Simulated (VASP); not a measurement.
# Sn (Im-3m) in VASP: further runs

The runs below take Sn through single point, relaxation of cell and atoms, with revPBE.

Everything below comes from runs of VASP 6.6.1. Logs are shortened: lines on timing, memory, paths and dates and some standing lists are left out, and cuts for length are marked.

### 1 The cell of the first run

Symmetry: Im-3m, No. 229, cubic system. Conventional cell: a = 3.934 Å, b = 3.934 Å, c = 3.934 Å, α = 90.00°, β = 90.00°, γ = 90.00°. Sn (site symmetry m-3m) has 14 Sn at 3.41 to 3.93 Å within 4.5 Å.

### 2 Single point, revPBE (volume scaled by 1.08)

Contents of INCAR:

```
PREC = Accurate
ENCUT = 520
EDIFF = 1E-6
ISMEAR = -1
SIGMA = 0.1
LREAL = False
LASPH = True
NELM = 100
ALGO = Normal
ISIF = 2
LWAVE = False
LCHARG = False
GGA = RE
NBANDS = 13
```

Contents of KPOINTS:

```
Automatic mesh
0
Gamma
  13 13 13
```

Contents of POSCAR:

```
Sn
1.0
   -1.9668550766      1.9668550766      1.9668550766
    1.9668550766     -1.9668550766      1.9668550766
    1.9668550766      1.9668550766     -1.9668550766
Sn
1
Direct
    0.0000000000      0.0000000000      0.0000000000
```

Potentials or basis: VASP PAW PBE potentials, release 64 (Sn_d).

On the command line:

```bash
$ cat potpaw_PBE.64/Sn_d/POTCAR > POTCAR
$ mpirun -np 1 vasp_std > vasp.out
```

OUTCAR:

```text
PREC = Accurate
   ENCUT = 520
   EDIFF = 1E-6
   ISMEAR = -1
   LREAL = False
   LASPH = True
   NELM = 100
   ISIF = 2
   GGA = RE

 ion  position               nearest neighbor table
   1  0.000  0.000  0.000-

  LATTYP: Found a body centered cubic cell.
 ALAT       =     3.9337101532

  Lattice vectors:

 A1 = (  -1.9668550766,   1.9668550766,   1.9668550766)
 A2 = (   1.9668550766,  -1.9668550766,   1.9668550766)
 A3 = (   1.9668550766,   1.9668550766,  -1.9668550766)

Analysis of symmetry for initial positions (statically):
=====================================================================
 Subroutine PRICEL returns:
 Original cell was already a primitive cell.

 Routine SETGRP: Setting up the symmetry group for a
 body centered cubic supercell.

 Subroutine GETGRP returns: Found 48 space group operations
 (whereof 48 operations were pure point group operations)
 out of a pool of 48 trial point group operations.

The static configuration has the point symmetry O_h .

Analysis of symmetry for dynamics (positions and initial velocities):
=====================================================================
 Subroutine PRICEL returns:
 Original cell was already a primitive cell.

 Routine SETGRP: Setting up the symmetry group for a
 body centered cubic supercell.

 Subroutine GETGRP returns: Found 48 space group operations
 (whereof 48 operations were pure point group operations)
 out of a pool of 48 trial point group operations.

The dynamic configuration has the point symmetry O_h .

 Subroutine INISYM returns: Found 48 space group operations
 (whereof 48 operations are pure point group operations),
 and found     1 'primitive' translations

----------------------------------------------------------------------------------------

                                     Primitive cell

  volume of cell :      30.4353

  direct lattice vectors                    reciprocal lattice vectors
    -1.966855077  1.966855077  1.966855077     0.000000000  0.254212934  0.254212934
     1.966855077 -1.966855077  1.966855077     0.254212934  0.000000000  0.254212934
     1.966855077  1.966855077 -1.966855077     0.254212934  0.254212934  0.000000000

  length of vectors
     3.406692924  3.406692924  3.406692924     0.359511379  0.359511379  0.359511379

  position of ions in fractional coordinates (direct lattice)
     0.000000000  0.000000000  0.000000000

  ion indices of the primitive-cell ions
   primitive index   ion index
                 1           1

----------------------------------------------------------------------------------------

 KPOINTS: Automatic mesh

Automatic generation of k-mesh.
 Grid dimensions read from file:
 generate k-points for:   13   13   13

 Generating k-lattice:

  Cartesian coordinates                     Fractional coordinates (reciprocal lattice)
     0.000000000  0.019554841  0.019554841     0.076923077  0.000000000  0.000000000
     0.019554841  0.000000000  0.019554841     0.000000000  0.076923077  0.000000000
     0.019554841  0.019554841  0.000000000     0.000000000  0.000000000  0.076923077

  Length of vectors
     0.027654721  0.027654721  0.027654721

  Shift w.r.t. Gamma in fractional coordinates (k-lattice)
     0.000000000  0.000000000  0.000000000

 Subroutine IBZKPT returns following result:
 ===========================================

 Found     84 irreducible k-points:

 Following reciprocal coordinates:
            Coordinates               Weight
  0.000000  0.000000  0.000000      1.000000
  0.076923  0.000000  0.000000     12.000000
  0.153846  0.000000  0.000000     12.000000
  0.230769  0.000000  0.000000     12.000000
  0.307692  0.000000  0.000000     12.000000
  0.384615  0.000000  0.000000     12.000000
[... 16 lines left out ...]
  0.153846  0.076923  0.076923     24.000000
  0.230769  0.076923  0.076923     24.000000
 [... further k-points ...]
   k-points           NKPTS =     84   k-points in BZ     NKDIM =     84   number of bands    NBANDS=     13
   number of dos      NEDOS =    301   number of ions     NIONS =      1
   total plane-waves  NPLWV =  21952
   dimension x,y,z NGX =    28 NGY =   28 NGZ =   28
   dimension x,y,z NGXF=    56 NGYF=   56 NGZF=   56
   ions per type =               1
   NGX,Y,Z   is equivalent  to a cutoff of  13.66, 13.66, 13.66 a.u.
   NGXF,Y,Z  is equivalent  to a cutoff of  27.33, 27.33, 27.33 a.u.
 SYSTEM =  unknown system
   PREC   = accura    normal or accurate (medium, high low for compatibility)
   ISTART =      0    job   : 0-new  1-cont  2-samecut
   ICHARG =      2    charge: 1-file 2-atom 10-const
   ISPIN  =      1    spin polarized calculation?
   LNONCOLLINEAR =      F non collinear calculations
   LSORBIT =      F    spin-orbit coupling
   LASPH  =      T    aspherical Exc in radial PAW
   ENCUT  =  520.0 eV  38.22 Ry    6.18 a.u.   6.33  6.33  6.33*2*pi/ulx,y,z
   NELM   =    100;   NELMIN=  2; NELMDL= -5     # of ELM steps
[... 59 lines left out ...]
      3     -14.6929      2.00000
      4     -14.5965      2.00000
      5     -14.5965      2.00000
      6      -3.4246      2.00000
      7      13.8927      0.00000
      8      13.8927      0.00000
      9      13.8927      0.00000
     10      18.7097      0.00000
     11      18.7097      0.00000
     12      18.7114      0.00000
     13      18.7997      0.00000

 k-point     2 :       0.0769    0.0000    0.0000
  band No.  band energies     occupation
      1     -14.6947      2.00000
      2     -14.6901      2.00000
      3     -14.6843      2.00000
      4     -14.5985      2.00000
      5     -14.5969      2.00000
      6      -3.3077      2.00000
      7      12.9225      0.00000
      8      13.4783      0.00000
      9      13.7673      0.00000
     10      17.3422      0.00000
     11      17.5952      0.00000
     12      18.4013      0.00000
     13      19.4036      0.00000

 k-point     3 :       0.1538    0.0000    0.0000
  band No.  band energies     occupation
      1     -14.6995      2.00000
      2     -14.6829      2.00000
      3     -14.6601      2.00000
      4     -14.6035      2.00000
      5     -14.5977      2.00000
      6      -2.9574      2.00000
      7      10.9022      0.00000
      8      12.6110      0.00000
      9      13.4163      0.00000
     10      16.2287      0.00000
     11      16.6395      0.00000
     12      18.2356      0.00000
     13      19.7145      0.00000

 k-point     4 :       0.2308    0.0000    0.0000
  band No.  band energies     occupation
      1     -14.7062      2.00000
      2     -14.6752      2.00000
      3     -14.6257      2.00000
      4     -14.6084      2.00000
      5     -14.5988      2.00000
      6      -2.3759      2.00000
      7       8.6933      0.00000
      8      11.7154      0.00000
      9      12.9413      0.00000
     10      15.4007      0.00000
     11      15.8820      0.00000
     12      18.5038      0.00000
     13      20.1285      0.00000

 k-point     5 :       0.3077    0.0000    0.0000
  band No.  band energies     occupation
      1     -14.7133      2.00000
      2     -14.6718      2.00000
      3     -14.6092      2.00000
      4     -14.6000      2.00000
      5     -14.5888      2.00000
      6      -1.5730      2.00000
      7       6.5813      1.88705
      8      10.9675      0.00000
      9      12.4791      0.00000
     10      14.8058      0.00000
     11      15.3185      0.00000
     12      19.1286      0.00000
     13      20.6891      0.00000
[... 257 lines left out ...]
 k-point    22 :       0.0769    0.0769    0.0769
  band No.  band energies     occupation
      1     -14.6938      2.00000
      2     -14.6938      2.00000
      3     -14.6408      2.00000
      4     -14.6015      2.00000
      5     -14.6015      2.00000
      6      -2.7244      2.00000
      7      10.1841      0.00000
      8      12.1088      0.00000
      9      12.1088      0.00000
     10      17.0566      0.00000
     11      17.0566      0.00000
     12      19.3822      0.00000
     13      19.7802      0.00000

 k-point    23 :       0.1538    0.0769    0.0769
  band No.  band energies     occupation
      1     -14.7003      2.00000
      2     -14.6855      2.00000
      3     -14.6123      2.00000
      4     -14.6056      2.00000
      5     -14.6010      2.00000
      6      -2.1451      2.00000
      7       8.5024      0.00000
      8      10.6785      0.00000
      9      11.4316      0.00000
     10      17.0240      0.00000
     11      17.2204      0.00000
     12      19.2519      0.00000
     13      20.2918      0.00000

 k-point    24 :       0.2308    0.0769    0.0769
  band No.  band energies     occupation
      1     -14.7068      2.00000
      2     -14.6760      2.00000
      3     -14.6083      2.00000
      4     -14.6010      2.00000
      5     -14.5846      2.00000
      6      -1.3482      2.00000
      7       6.6432      1.80000
      8       9.6831      0.00000
      9      10.8645      0.00000
     10      16.6409      0.00000
     11      17.1338      0.00000
     12      19.5541      0.00000
     13      20.8663      0.00000

 [... further k-points ...]

------------------------ aborting loop because EDIFF is reached ----------------------------------------

  FORCE on cell =-STRESS in cart. coord.  units (eV):
  Direction    XX          YY          ZZ          XY          YZ          ZX
  --------------------------------------------------------------------------------------
  -------------------------------------------------------------------------------------
  Total       -0.5077348     -0.5077348     -0.5077348     -0.0000000     -0.0000000      0.0000000
  in kB      -26.7282446    -26.7282446    -26.7282446     -0.0000000     -0.0000000      0.0000000
  external PRESSURE =     -26.7282446 kB  Pullay stress =       0.0000000 kB

 VOLUME and BASIS-vectors are now :
 -----------------------------------------------------------------------------
  energy-cutoff  :      520.00
  volume of cell :       30.44
      direct lattice vectors                 reciprocal lattice vectors
    -1.966855077  1.966855077  1.966855077     0.000000000  0.254212934  0.254212934
     1.966855077 -1.966855077  1.966855077     0.254212934  0.000000000  0.254212934
     1.966855077  1.966855077 -1.966855077     0.254212934  0.254212934  0.000000000

 POSITION                                       TOTAL-FORCE (eV/Angst)
 -----------------------------------------------------------------------------------
      0.00000      0.00000      0.00000         0.000000      0.000000     -0.000000
 -----------------------------------------------------------------------------------
    total drift:                               -0.000000     -0.000000      0.000000

  FREE ENERGIE OF THE ION-ELECTRON SYSTEM (eV)
  ---------------------------------------------------
  free  energy   TOTEN  =        -3.4597495256 eV

  energy  without entropy=       -3.4382724480  energy(sigma->0) =       -3.44901099
```

Wall time 16 s (1 thread of Intel Xeon Platinum 8559C (Emerald Rapids), shared host); peak memory 0.16 GiB.

What came out:

```
Free energy            : -3.4597 eV
Pressure               : -2.7 GPa
Band gap on the k mesh : zero (band 7 reaches 13.89 eV, above the bottom of band 8 at 4.87 eV)
```

Levels at points of the mesh, in eV from the Fermi level:
```tsv
k point	band 5	band 6	band 7	band 8	band 9	band 10
(0.00, 0.00, 0.00)	-21.46	-10.29	7.03	7.03	7.03	11.85
```

Caveat: the cell differs from its parent crystal (volume scaled by 1.08); the PAW data sets were made with another functional, which shifts forces and pressure a little; spin-orbit coupling is left out, which moves the levels of the heavy elements.

### 3 Single point, revPBE (volume scaled by 1.12)

Contents of INCAR:

```
SYSTEM = Sn
PREC     = Accurate       ! precision mode
ENCUT    = 520            ! plane-wave cutoff, eV
EDIFF    = 1E-7           ! SCF threshold, eV
ISMEAR   = -1             ! smearing method
SIGMA    = 0.1            ! smearing width, eV
LREAL    = .FALSE.        ! projectors in reciprocal space
LASPH    = .TRUE.         ! aspherical terms in the spheres
NELM     = 100            ! most SCF steps
ALGO     = Normal         ! electronic algorithm
ISIF     = 2              ! what is computed and relaxed
LWAVE    = .FALSE.        ! write WAVECAR
LCHARG   = .FALSE.        ! write CHGCAR
GGA      = RE             ! functional
NBANDS   = 13             ! bands
```

Contents of KPOINTS:

```
Automatic mesh
0
G
  13 13 13
  0 0 0
```

Contents of POSCAR:

```
Sn
1.0
   -1.9908434783      1.9908434783      1.9908434783
    1.9908434783     -1.9908434783      1.9908434783
    1.9908434783      1.9908434783     -1.9908434783
Sn
1
Direct
    0.0000000000      0.0000000000      0.0000000000
```

Potentials or basis: VASP PAW PBE potentials, release 64 (Sn_d).

On the command line:

```bash
$ cat potpaw_PBE.64/Sn_d/POTCAR > POTCAR
$ mpirun -np 1 vasp_std > vasp.out
```

It took 17 s on 1 thread of Intel Xeon Platinum 8559C (Emerald Rapids), shared host; peak memory 0.17 GiB.

It converged, with:

```
Free energy            : -3.4375 eV
Pressure               : -3.7 GPa
Band gap on the k mesh : zero (band 7 reaches 13.21 eV, above the bottom of band 8 at 4.59 eV)
```

Levels at points of the mesh, in eV from the Fermi level:
| k point | band 3 | band 4 | band 5 | band 6 | band 7 | band 8 | band 9 | band 10 | band 11 | band 12 |
| --- | --- | --- | --- | --- | --- | --- | --- | --- | --- | --- |
| (0.00, 0.00, 0.00) | -21.56 | -21.47 | -21.47 | -10.07 | 6.72 | 6.72 | 6.72 | 11.69 | 11.69 | 11.70 |

Caveat: the cell differs from its parent crystal (volume scaled by 1.12); the PAW data sets were made with another functional, which shifts forces and pressure a little; spin-orbit coupling is left out, which moves the levels of the heavy elements.

### 4 Relaxation of cell and atoms, revPBE

This run uses another cell than the first one, of 28.03 Å³/atom, 0.921 times its volume.

Contents of INCAR:

```
  PREC = Accurate
  ENCUT = 600
  EDIFF = 1E-6
  ISMEAR = -1
  SIGMA = 0.1
  LREAL = F
  LASPH = T
  NELM = 60
  ALGO = Normal
  ISIF = 3
  LWAVE = F
  LCHARG = F
  GGA = RE
  IBRION = 2
  NSW = 80
  EDIFFG = -0.01
```

Contents of KPOINTS:

```
regular mesh
0
Gamma
  12 12 12
```

Contents of POSCAR:

```
Sn
1.0
   -1.9137253733      1.9137253733      1.9137253733
    1.9137253733     -1.9137253733      1.9137253733
    1.9137253733      1.9137253733     -1.9137253733
Sn
1
Direct
    0.0000000000      0.0000000000      0.0000000000
```

On the command line:

```bash
$ cat potpaw_PBE.64/Sn_d/POTCAR > POTCAR
$ mpirun -np 1 vasp_std > vasp.out
```

It took 24 s on 1 thread of Intel Xeon Platinum 8559C (Emerald Rapids), shared host; peak memory 0.17 GiB.

The run converged. Its results:

- Free energy: -3.4777 eV
- Relaxed volume: 28.17 Å³/atom
- Relaxed cell: a = 3.320 Å, b = 3.320 Å, c = 3.320 Å, α = 109.47°, β = 109.47°, γ = 109.47°
- Space group after relaxing (to 0.05 Å): Im-3m (No. 229)
- Energy gained by relaxing: 0.1 meV/atom
- Ionic steps: 3
- Pressure after relaxing: 0.1 GPa
- Band gap on the k mesh: zero (band 7 reaches 15.43 eV, above the bottom of band 8 at 5.40 eV)

The path:
```
step  energy change (eV)  largest force (eV/Å)  pressure (GPa)  volume (Å³)
   1              0.0000                0.0000            0.28        28.03
   2             -0.0001                0.0000           -0.08        28.23
   3             -0.0001                0.0000            0.05        28.17
```

Final structure:
```yaml
crystal:
  lattice:
    - [-1.91676, 1.91676, 1.91676]
    - [1.91676, -1.91676, 1.91676]
    - [1.91676, 1.91676, -1.91676]
  atoms:
    - { symbol: Sn, position: [0.00000, 0.00000, 0.00000] }
```

Levels at points of the mesh, in eV from the Fermi level:
```
           k point  band 4  band 5  band 6  band 7  band 8  band 9  band 10  band 11
(0.00, 0.00, 0.00)  -21.52  -21.52  -10.86    7.64    7.64    7.64    11.96    11.96
(0.50, 0.00, 0.00)  -21.53  -21.45   -6.39   -4.29    3.47    5.29     7.70     8.06
(0.50, 0.50, 0.50)  -21.46  -21.46   -2.67   -0.47   -0.47   -0.47     3.77     3.77
```

Caveat: the PAW data sets were made with another functional, which shifts forces and pressure a little; spin-orbit coupling is left out, which moves the levels of the heavy elements.

### 5 Single point, revPBE

This run uses another cell than the first one, of 28.18 Å³/atom, 0.926 times its volume.

Contents of INCAR:

```
SYSTEM = Sn
ALGO = Normal ; EDIFF = 1E-6
ENCUT = 520 ; GGA = RE
ISIF = 2 ; ISMEAR = -1
LASPH = .TRUE. ; LCHARG = .FALSE.
LREAL = .FALSE. ; LWAVE = .FALSE.
NBANDS = 13 ; NELM = 60
PREC = Accurate ; SIGMA = 0.1
```

Contents of KPOINTS:

```
k-points
0
G
  19 19 19
  0 0 0
```

Contents of POSCAR:

```
Sn
1.0
   -1.9170397108      1.9170397108      1.9170397108
    1.9170397108     -1.9170397108      1.9170397108
    1.9170397108      1.9170397108     -1.9170397108
Sn
1
Direct
    0.0000000000      0.0000000000      0.0000000000
```

On the command line:

```bash
$ cat potpaw_PBE.64/Sn_d/POTCAR > POTCAR
$ mpirun -np 1 vasp_std > vasp.out
```

Run time: 39 s. Hardware: 1 thread of Intel Xeon Platinum 8559C (Emerald Rapids), shared host; peak memory 0.2 GiB.

Results (log left out):

```
Free energy            : -3.4783 eV
Pressure               : 0.1 GPa
Band gap on the k mesh : zero (band 7 reaches 15.43 eV, above the bottom of band 8 at 5.45 eV)
```

Levels at points of the mesh, in eV from the Fermi level:
| k point | band 5 | band 6 | band 7 | band 8 | band 9 | band 10 |
| --- | --- | --- | --- | --- | --- | --- |
| (0.00, 0.00, 0.00) | -21.47 | -10.82 | 7.68 | 7.68 | 7.68 | 12.01 |

Caveat: the PAW data sets were made with another functional, which shifts forces and pressure a little; spin-orbit coupling is left out, which moves the levels of the heavy elements.

### 6 The runs side by side

| task | cell | k mesh | cutoff (eV) | gap on the mesh (eV) | pressure (GPa) |
| --- | --- | --- | --- | --- | --- |
| single point | a = 3.407 Å, angles 109.5°, 1 atom | 13 × 13 × 13 | 520 | none | -2.7 |
| single point | a = 3.448 Å, angles 109.5°, 1 atom | 13 × 13 × 13 | 520 | none | -3.7 |
| relaxation of cell and atoms | relaxed from a = 3.315 Å, angles 109.5°, 1 atom | 12 × 12 × 12 | 600 | none | 0.1 |
| single point | a = 3.320 Å, angles 109.5°, 1 atom | 19 × 19 × 19 | 520 | none | 0.1 |

Alike in all rows: level revPBE; potentials or basis VASP PAW PBE potentials, release 64 (Sn_d); no spin polarisation; smearing fermi-dirac 0.1 eV.

Caveats: the PAW data sets were made with another functional, which shifts forces and pressure a little; spin-orbit coupling is left out, which moves the levels of the heavy elements.

Total energies depend on the potentials used, so only differences within one code and one set of settings carry meaning.
